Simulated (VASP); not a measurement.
# WC (Fm-3m) in VASP: notebook

Runs on WC. Level: PBEsol. Tasks: single point.

All numbers are computed with VASP 6.6.1; they aren't measurements. Logs are shortened: lines on timing, memory, paths and dates and some standing lists are left out, and cuts for length are marked.

### 1 The cell of the first run

Symmetry: Fm-3m, No. 225, cubic system. The conventional cell has a = 4.278 Å, b = 4.278 Å, c = 4.278 Å, α = 90.00°, β = 90.00°, γ = 90.00°. W (site symmetry m-3m) has 6 C at 2.14 Å within 2.8 Å. C (site symmetry m-3m) has 6 W at 2.14 Å within 2.8 Å.

### 2 Single point, PBEsol

File INCAR:

```
SYSTEM = WC
  PREC = Accurate
  ENCUT = 520
  EDIFF = 1E-6
  ISMEAR = -1
  SIGMA = 0.05
  LREAL = .FALSE.
  LASPH = .TRUE.
  NELM = 80
  ALGO = Normal
  ISIF = 2
  LWAVE = .FALSE.
  LCHARG = .FALSE.
  GGA = PS
  NBANDS = 16
```

File KPOINTS:

```
Automatic mesh
0
G
  10 10 10
  0 0 0
```

File POSCAR:

```
WC
1.0
    0.0000000000      2.1389217490      2.1389217490
    2.1389217490      0.0000000000      2.1389217490
    2.1389217490      2.1389217490      0.0000000000
W C
1 1
Direct
    0.0000000000      0.0000000000      0.0000000000
    0.5000000000      0.5000000000      0.5000000000
```

Potentials or basis: VASP PAW PBE potentials, release 64 (W_sv, C).

On the command line:

```
$ cat potpaw_PBE.64/W_sv/POTCAR potpaw_PBE.64/C/POTCAR > POTCAR
$ mpirun -np 1 vasp_std > vasp.out
```

OUTCAR:

```text
SYSTEM = WC
   PREC = Accurate
   ENCUT = 520
   EDIFF = 1E-6
   ISMEAR = -1
   LREAL = .FALSE.
   LASPH = .TRUE.
   NELM = 80
   ISIF = 2
   GGA = PS

 ion  position               nearest neighbor table
   1  0.000  0.000  0.000-   2 2.14   2 2.14   2 2.14   2 2.14   2 2.14   2 2.14
   2  0.500  0.500  0.500-   1 2.14   1 2.14   1 2.14   1 2.14   1 2.14   1 2.14

  LATTYP: Found a face centered cubic cell.
 ALAT       =     4.2778434980

  Lattice vectors:

 A1 = (   0.0000000000,   2.1389217490,   2.1389217490)
 A2 = (   2.1389217490,   0.0000000000,   2.1389217490)
 A3 = (   2.1389217490,   2.1389217490,   0.0000000000)

Analysis of symmetry for initial positions (statically):
=====================================================================
 Subroutine PRICEL returns:
 Original cell was already a primitive cell.

 Routine SETGRP: Setting up the symmetry group for a
 face centered cubic supercell.

 Subroutine GETGRP returns: Found 48 space group operations
 (whereof 48 operations were pure point group operations)
 out of a pool of 48 trial point group operations.

The static configuration has the point symmetry O_h .

Analysis of symmetry for dynamics (positions and initial velocities):
=====================================================================
 Subroutine PRICEL returns:
 Original cell was already a primitive cell.

 Routine SETGRP: Setting up the symmetry group for a
 face centered cubic supercell.

 Subroutine GETGRP returns: Found 48 space group operations
 (whereof 48 operations were pure point group operations)
 out of a pool of 48 trial point group operations.

The dynamic configuration has the point symmetry O_h .

 Subroutine INISYM returns: Found 48 space group operations
 (whereof 48 operations are pure point group operations),
 and found     1 'primitive' translations

----------------------------------------------------------------------------------------

                                     Primitive cell

  volume of cell :      19.5711

  direct lattice vectors                    reciprocal lattice vectors
     0.000000000  2.138921749  2.138921749    -0.233762642  0.233762642  0.233762642
     2.138921749  0.000000000  2.138921749     0.233762642 -0.233762642  0.233762642
     2.138921749  2.138921749  0.000000000     0.233762642  0.233762642 -0.233762642

  length of vectors
     3.024892146  3.024892146  3.024892146     0.404888774  0.404888774  0.404888774

  position of ions in fractional coordinates (direct lattice)
     0.000000000  0.000000000  0.000000000
     0.500000000  0.500000000  0.500000000

  ion indices of the primitive-cell ions
   primitive index   ion index
                 1           1
                 2           2

----------------------------------------------------------------------------------------

 KPOINTS: Automatic mesh

Automatic generation of k-mesh.
 Grid dimensions read from file:
 generate k-points for:   10   10   10

 Generating k-lattice:

  Cartesian coordinates                     Fractional coordinates (reciprocal lattice)
    -0.023376264  0.023376264  0.023376264     0.100000000  0.000000000  0.000000000
     0.023376264 -0.023376264  0.023376264     0.000000000  0.100000000  0.000000000
     0.023376264  0.023376264 -0.023376264     0.000000000  0.000000000  0.100000000

  Length of vectors
     0.040488877  0.040488877  0.040488877

  Shift w.r.t. Gamma in fractional coordinates (k-lattice)
     0.000000000  0.000000000  0.000000000

 Subroutine IBZKPT returns following result:
 ===========================================

 Found     47 irreducible k-points:

 Following reciprocal coordinates:
            Coordinates               Weight
  0.000000  0.000000  0.000000      1.000000
  0.100000  0.000000  0.000000      8.000000
  0.200000  0.000000  0.000000      8.000000
  0.300000  0.000000  0.000000      8.000000
  0.400000  0.000000  0.000000      8.000000
  0.500000  0.000000  0.000000      4.000000
[... 16 lines left out ...]
  0.300000  0.300000  0.000000      6.000000
  0.400000  0.300000  0.000000     24.000000
 [... further k-points ...]
   k-points           NKPTS =     47   k-points in BZ     NKDIM =     47   number of bands    NBANDS=     16
   number of dos      NEDOS =    301   number of ions     NIONS =      2
   total plane-waves  NPLWV =  13824
   dimension x,y,z NGX =    24 NGY =   24 NGZ =   24
   dimension x,y,z NGXF=    48 NGYF=   48 NGZF=   48
   ions per type =               1   1
   NGX,Y,Z   is equivalent  to a cutoff of  13.19, 13.19, 13.19 a.u.
   NGXF,Y,Z  is equivalent  to a cutoff of  26.38, 26.38, 26.38 a.u.
 SYSTEM =  WC
   PREC   = accura    normal or accurate (medium, high low for compatibility)
   ISTART =      0    job   : 0-new  1-cont  2-samecut
   ICHARG =      2    charge: 1-file 2-atom 10-const
   ISPIN  =      1    spin polarized calculation?
   LNONCOLLINEAR =      F non collinear calculations
   LSORBIT =      F    spin-orbit coupling
   LASPH  =      T    aspherical Exc in radial PAW
   ENCUT  =  520.0 eV  38.22 Ry    6.18 a.u.   5.62  5.62  5.62*2*pi/ulx,y,z
   NELM   =     80;   NELMIN=  2; NELMDL= -5     # of ELM steps
   EDIFF  = 0.1E-05   stopping-criterion for ELM
   LREAL  =      F    real-space projection
   EDIFFG = 0.1E-04   stopping-criterion for IOM
   NSW    =      0    number of steps for IOM
   IBRION =     -1    ionic relax: 0-MD 1-quasi-New 2-CG
   NFREE  =      0    steps in history (QN), initial steepest desc. (CG)
   ISIF   =      2    stress and relaxation
   ISYM   =      2    0-nonsym 1-usesym 2-fastsym
   POTIM  = 0.5000    time-step for ionic-motion
   TEBEG  =    0.0;   TEEND  =   0.0 temperature during run
   PSTRESS=    0.0 pullay stress
   NELECT =      18.0000    total number of electrons
   NUPDOWN=      -1.0000    fix difference up-down
   EMIN   =  10.00;   EMAX   =-10.00  energy-range for DOS
   EFERMI =   0.00;   METHOD = LEGACY
   ISMEAR =    -1;   SIGMA  =   0.05  broadening in eV -4-tet -1-fermi 0-gaus
   EFERMI_NEDOS =   21; number of points for ismear=-14 and -15
   IALGO  =     38    algorithm
   IMIX   =      4    mixing-type and parameters
     AMIX     =   0.40;   BMIX     =  1.00
     AMIX_MAG =   1.60;   BMIX_MAG =  1.00
  volume/ion in A,a.u.               =       9.79        66.04
  Fermi-wavevector in a.u.,A,eV,Ry     =   1.592065  3.008566 34.486288  2.534671
  Thomas-Fermi vector in A             =   2.690508
   LORBIT       =      0    0 simple, 1 ext, 2 COOP (PROOUT), +10 PAW based schemes
   GGA     = PS    functional components
   LHFCALC =     F    Hartree Fock is set to
   AEXX    =    0.0000 exact exchange contribution
   IVDW    =     0    specifies the selected vdW correction
   LEPSILON=     F    determine dielectric tensor
   LRPA    =     F    only Hartree local field effects (RPA)
 non-spin polarized calculation
  energy-cutoff  :      520.00
  volume of cell :       19.57
 maximum number of plane-waves:       544
   NGX = 11   NGY = 11   NGZ = 11

 number of electron      17.9999999 magnetization

 Free energy of the ion-electron system (eV)
  ---------------------------------------------------
  ext. energy  EPLUGINS =         0.00000000
  ---------------------------------------------------
  free energy    TOTEN  =       -22.95083411 eV

  energy without entropy =      -22.94493828  energy(sigma->0) =      -22.94788620

 E-fermi :  13.4758     XC(G=0): -14.2589

 val. band max:       13.4707157273   @ k =  -0.1000   0.1000   0.0000
 cond. band min:      13.5314102524   @ k =  -0.3000   0.3000   0.1000
 fundamental gap:      0.0606945251
 Fermi energy:        13.4758331905

 k-point     1 :       0.0000    0.0000    0.0000
  band No.  band energies     occupation
      1     -61.9010      2.00000
      2     -25.8893      2.00000
      3     -25.8893      2.00000
      4     -25.8893      2.00000
      5      -3.0219      2.00000
      6      10.3672      2.00000
[... 8 lines left out ...]
     15      22.9521      0.00000
     16      38.0616      0.00000

 k-point     2 :       0.1000    0.0000    0.0000
  band No.  band energies     occupation
      1     -61.8959      2.00000
      2     -25.9682      2.00000
      3     -25.8974      2.00000
      4     -25.8974      2.00000
      5      -2.7110      2.00000
      6       9.4150      2.00000
[... 8 lines left out ...]
     15      23.6785      0.00000
     16      35.2936      0.00000

 k-point     3 :       0.2000    0.0000    0.0000
  band No.  band energies     occupation
      1     -61.8825      2.00000
      2     -26.1702      2.00000
      3     -25.9186      2.00000
      4     -25.9186      2.00000
      5      -1.8392      2.00000
      6       7.6991      2.00000
[... 8 lines left out ...]
     15      25.3658      0.00000
     16      32.1457      0.00000

 k-point     4 :       0.3000    0.0000    0.0000
  band No.  band energies     occupation
      1     -61.8658      2.00000
      2     -26.4114      2.00000
      3     -25.9446      2.00000
      4     -25.9446      2.00000
      5      -0.5643      2.00000
      6       5.9167      2.00000
[... 8 lines left out ...]
     15      26.6909      0.00000
     16      29.6746      0.00000

 k-point     5 :       0.4000    0.0000    0.0000
  band No.  band energies     occupation
      1     -61.8523      2.00000
      2     -26.6002      2.00000
      3     -25.9655      2.00000
      4     -25.9655      2.00000
      5       0.9155      2.00000
      6       4.2303      2.00000
[... 8 lines left out ...]
     15      26.8752      0.00000
     16      26.8752      0.00000

 k-point     6 :       0.5000    0.0000    0.0000
  band No.  band energies     occupation
      1     -61.8472      2.00000
      2     -26.6709      2.00000
      3     -25.9734      2.00000
      4     -25.9734      2.00000
      5       2.1569      2.00000
      6       2.9424      2.00000
[... 8 lines left out ...]
     15      25.5985      0.00000
     16      25.5985      0.00000

 k-point     7 :       0.1000    0.1000    0.0000
  band No.  band energies     occupation
      1     -61.8942      2.00000
      2     -25.9627      2.00000
      3     -25.9160      2.00000
      4     -25.9160      2.00000
      5      -2.6155      2.00000
      6       9.0638      2.00000
[... 8 lines left out ...]
     15      23.9188      0.00000
     16      35.1386      0.00000

 k-point     8 :       0.2000    0.1000    0.0000
  band No.  band energies     occupation
      1     -61.8835      2.00000
      2     -26.1127      2.00000
      3     -25.9456      2.00000
      4     -25.9305      2.00000
      5      -1.9575      2.00000
      6       7.5395      2.00000
[... 8 lines left out ...]
     15      25.3260      0.00000
     16      32.0040      0.00000

 k-point     9 :       0.3000    0.1000    0.0000
  band No.  band energies     occupation
      1     -61.8679      2.00000
      2     -26.3341      2.00000
      3     -25.9748      2.00000
      4     -25.9562      2.00000
      5      -0.8702      2.00000
      6       6.0907      2.00000
[... 8 lines left out ...]
     15      26.6274      0.00000
     16      29.7789      0.00000
[... 172 lines left out ...]
 k-point    19 :       0.5000    0.2000    0.0000
  band No.  band energies     occupation
      1     -61.8409      2.00000
      2     -26.5601      2.00000
      3     -26.1312      2.00000
      4     -26.0406      2.00000
      5       0.8144      2.00000
      6       4.5248      2.00000
[... 8 lines left out ...]
     15      25.5101      0.00000
     16      27.9803      0.00000

 k-point    20 :      -0.4000    0.2000    0.0000
  band No.  band energies     occupation
      1     -61.8398      2.00000
      2     -26.5641      2.00000
      3     -26.1729      2.00000
      4     -26.0141      2.00000
      5       1.2321      2.00000
      6       4.0891      2.00000
[... 8 lines left out ...]
     15      26.4134      0.00000
     16      27.3647      0.00000

 k-point    21 :      -0.3000    0.2000    0.0000
  band No.  band energies     occupation
      1     -61.8471      2.00000
      2     -26.4839      2.00000
      3     -26.1693      2.00000
      4     -25.9744      2.00000
      5       0.7419      2.00000
      6       4.5191      2.00000
[... 8 lines left out ...]
     15      26.4661      0.00000
     16      27.5730      0.00000

 k-point    22 :      -0.2000    0.2000    0.0000
  band No.  band energies     occupation
      1     -61.8600      2.00000
      2     -26.3682      2.00000
      3     -26.1008      2.00000
      4     -25.9365      2.00000
      5      -0.2782      2.00000
      6       5.6039      2.00000
[... 8 lines left out ...]
     15      26.7484      0.00000
     16      27.7227      0.00000

 k-point    23 :       0.3000    0.3000    0.0000
  band No.  band energies     occupation
      1     -61.8540      2.00000
      2     -26.3639      2.00000
      3     -26.0709      2.00000
      4     -26.0709      2.00000
      5      -0.7194      2.00000
      6       5.7640      2.00000
[... 8 lines left out ...]
     15      26.8119      0.00000
     16      29.4965      0.00000

 k-point    24 :       0.4000    0.3000    0.0000
  band No.  band energies     occupation
      1     -61.8433      2.00000
      2     -26.4643      2.00000
      3     -26.1242      2.00000
      4     -26.1002      2.00000
      5      -0.4191      2.00000
      6       5.9540      2.00000
[... 8 lines left out ...]
     15      25.7811      0.00000
     16      29.6118      0.00000

 [... further k-points ...]
[... 5 lines left out ...]
  --------------------------------------------------------------------------------------
  -------------------------------------------------------------------------------------
  Total        2.6220637      2.6220637      2.6220637      0.0000000      0.0000000     -0.0000000
  in kB      214.6540750    214.6540750    214.6540750      0.0000000      0.0000000     -0.0000000
  external PRESSURE =     214.6540750 kB  Pullay stress =       0.0000000 kB

 VOLUME and BASIS-vectors are now :
 -----------------------------------------------------------------------------
  energy-cutoff  :      520.00
  volume of cell :       19.57
      direct lattice vectors                 reciprocal lattice vectors
     0.000000000  2.138921749  2.138921749    -0.233762642  0.233762642  0.233762642
     2.138921749  0.000000000  2.138921749     0.233762642 -0.233762642  0.233762642
     2.138921749  2.138921749  0.000000000     0.233762642  0.233762642 -0.233762642

 POSITION                                       TOTAL-FORCE (eV/Angst)
 -----------------------------------------------------------------------------------
      0.00000      0.00000      0.00000         0.000000      0.000000      0.000000
      2.13892      2.13892      2.13892         0.000000      0.000000      0.000000
 -----------------------------------------------------------------------------------
    total drift:                                0.000000     -0.000000     -0.000000

  FREE ENERGIE OF THE ION-ELECTRON SYSTEM (eV)
  ---------------------------------------------------
  free  energy   TOTEN  =       -22.9508341130 eV

  energy  without entropy=      -22.9449382790  energy(sigma->0) =      -22.94788620
```

It took 5.6 s on 1 thread of Intel Xeon 6975P-C (Granite Rapids), shared host; peak memory 0.14 GiB.

Results:

| Property | Result |
| --- | --- |
| Free energy | -22.9508 eV |
| Pressure | 21.5 GPa |
| Band gap on the k mesh | zero (band 9 reaches 14.63 eV, above the bottom of band 10 at 11.06 eV) |

Caveat: the PAW data sets were made with another functional, which shifts forces and pressure a little; spin-orbit coupling is left out, which moves the levels of the heavy elements.

### 3 Single point, PBEsol

This run uses another cell than the first one, of 10.25 Å³/atom, 1.048 times its volume.

File INCAR:

```
PREC = Accurate ; ENCUT = 520
EDIFF = 1E-6 ; ISMEAR = -1
SIGMA = 0.05 ; LREAL = False
LASPH = True ; NELM = 80
ALGO = Normal ; ISIF = 2
LWAVE = False ; LCHARG = True
GGA = PS ; LELF = True
LVHAR = True ; NBANDS = 16
```

File KPOINTS:

```
regular mesh
0
Gamma
  10 10 10
```

File POSCAR:

```
WC
1.0
    0.0000000000      2.1724051867      2.1724051867
    2.1724051867      0.0000000000      2.1724051867
    2.1724051867      2.1724051867      0.0000000000
W C
1 1
Direct
    0.0000000000      0.0000000000      0.0000000000
    0.5000000000      0.5000000000      0.5000000000
```

Potentials or basis: VASP PAW PBE potentials, release 64 (W_sv, C).

On the command line:

```
$ cat potpaw_PBE.64/W_sv/POTCAR potpaw_PBE.64/C/POTCAR > POTCAR
$ mpirun -np 1 vasp_std > vasp.out
```

Run time: 6 s. Hardware: 1 thread of Intel Xeon 6975P-C (Granite Rapids), shared host; peak memory 0.14 GiB.

Results (log left out):

```
Free energy            : -23.0148 eV
Pressure               : 1.1 GPa
Band gap on the k mesh : zero (band 9 reaches 13.79 eV, above the bottom of band 10 at 10.46 eV)
```

Levels at points of the mesh, in eV from the Fermi level:
```csv
k point,band 6,band 7,band 8,band 9,band 10,band 11,band 12,band 13
"(0.00, 0.00, 0.00)",-2.92,-2.92,-2.92,-1.14,-1.14,-1.14,-1.05,-1.05
"(0.50, 0.00, 0.00)",-10.11,-6.83,-6.83,1.06,1.06,2.40,4.89,9.07
"(0.50, 0.50, 0.00)",-6.06,-5.71,-2.58,-2.58,0.85,2.34,2.34,5.64
```

Caveat: the PAW data sets were made with another functional, which shifts forces and pressure a little; spin-orbit coupling is left out, which moves the levels of the heavy elements.
